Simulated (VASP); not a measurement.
Runs of VASP 6.6.1 on TiTe2. The cells are those of the table. 

```tsv
cell	gap on the mesh (eV)	pressure (GPa)	largest force (eV/Å)
a = 3.785, b = 3.779, c = 6.512 Å, angles 93.8, 82.5, 120.1°, 3 atoms	none	(c)	0.98
a = 3.778, b = 3.777, c = 6.499 Å, angles 91.1, 87.9, 120.0°, 3 atoms	none	1.0	0.26
a = 3.788, b = 3.780, c = 6.516 Å, angles 85.7, 98.6, 120.1°, 3 atoms	none	3.0	(a)
a = 3.780, b = 3.778, c = 6.503 Å, angles 87.9, 94.3, 120.0°, 3 atoms	none	1.4	(b)
```

Alike in all rows: task single point; level PBE; potentials or basis VASP PAW PBE potentials, release 64 (Ti_sv, Te); no spin polarisation; k mesh 12 × 12 × 8; cutoff (eV) 520; smearing gaussian 0.15 eV.

Question: Fill in the values left out.

Answer: (a) 1.16; (b) 0.53; (c) 2.5.

Caveats: spin-orbit coupling is left out, which moves the levels of the heavy elements; forces of over 1 eV/Å act on the atoms, so gaps and moduli don't describe the material at rest (some runs).

A k mesh can miss the band edges, and the runs leave out spin-orbit coupling on Te.

A gap of «none» marks levels without a gap at the run's occupations.
